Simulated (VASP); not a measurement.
A run of VASP 6.6.1:

Contents of INCAR:

```
SYSTEM = MgS
ALGO     = Normal         ! electronic algorithm
EDIFF    = 1E-6           ! SCF threshold, eV
ENCUT    = 520            ! plane-wave cutoff, eV
GGA      = PS             ! functional
ISIF     = 2              ! what is computed and relaxed
ISMEAR   = 0              ! smearing method
LASPH    = .True.         ! aspherical terms in the spheres
LCHARG   = .False.        ! write CHGCAR
LREAL    = .False.        ! projectors in reciprocal space
LWAVE    = .False.        ! write WAVECAR
NBANDS   = 16             ! bands
NELM     = 80             ! most SCF steps
PREC     = Accurate       ! precision mode
SIGMA    = 0.02           ! smearing width, eV
```

The input KPOINTS:

```
k-points
0
Gamma
  6 6 6
  0 0 0
```

The input POSCAR:

```
MgS
1.0
    2.5713706241      2.5713706241      0.0000000000
   -2.5713706241      2.5713706241      0.0000000000
    0.0000000000      0.0000000000      5.3892251049
Mg S
2 2
Direct
    0.0000000000      0.0000000000      0.0000000000
    0.5000000000      0.5000000000      0.5000000000
    0.5000000000      0.5000000000      0.0000000000
    0.0000000000      0.0000000000      0.5000000000
```

Potentials or basis: VASP PAW PBE potentials, release 64 (Mg, S).

Run with:

```sh
$ cat potpaw_PBE.64/Mg/POTCAR potpaw_PBE.64/S/POTCAR > POTCAR
$ mpirun -np 1 vasp_std > vasp.out
```

Hardware: 1 thread of Intel Xeon 6975P-C, with other jobs on the host.

Question: How long does it take, and how much memory?

Answer: Wall time 33 s on 1 thread of Intel Xeon 6975P-C, with other jobs on the host, peak memory 0.2 GiB. Counts: scf iterations 13, k points 40.
